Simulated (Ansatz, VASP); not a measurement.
Two plane-wave programs on Al3Cu

```xyz
4
Lattice="2.7784 0.0000 0.0000 0.0000 2.7784 0.0000 0.0000 0.0000 7.5134" Properties=species:S:1:pos:R:3 pbc="T T T"
Al    0.0000    0.0000    3.7567
Al    1.3892    1.3892    1.6989
Al    1.3892    1.3892    5.8145
Cu    0.0000    0.0000    0.0000
```

Alike in both runs: task single point; functional r2SCAN; k mesh 16 × 16 × 6; occupations gaussian, width 0.1 eV; no spin polarisation.

```csv
,VASP,Ansatz
version,VASP 6.6.1,Ansatz 0.2.0
potentials or method,"VASP PAW PBE potentials, release 64 (Al, Cu)","scalar-relativistic, plane waves"
plane-wave cutoff (eV),520,900
valence electrons in the cell,20,52
```

```csv
,VASP,Ansatz,Ansatz less VASP
gap on the k mesh at the Fermi level (eV),none,none,-
pressure (GPa),0.3,0.6,+0.33
"traceless stress, the component that is largest in VASP (GPa)",0.82,0.85,+0.031
rms of the force components (eV/Å),0.055,0.065,+0.0098
```

VASP's potentials were made for PBE, not for r2SCAN. Atom by atom the forces differ by 0.010 eV/Å (rms over components). A gap of «none» marks a metal or a gap that the smearing closes. With one functional, cell and mesh, what is left measures potentials, basis and numerics. VASP's potentials hold 20 valence electrons a cell and Ansatz's 52, so a difference there can come from the potentials and not from the codes.
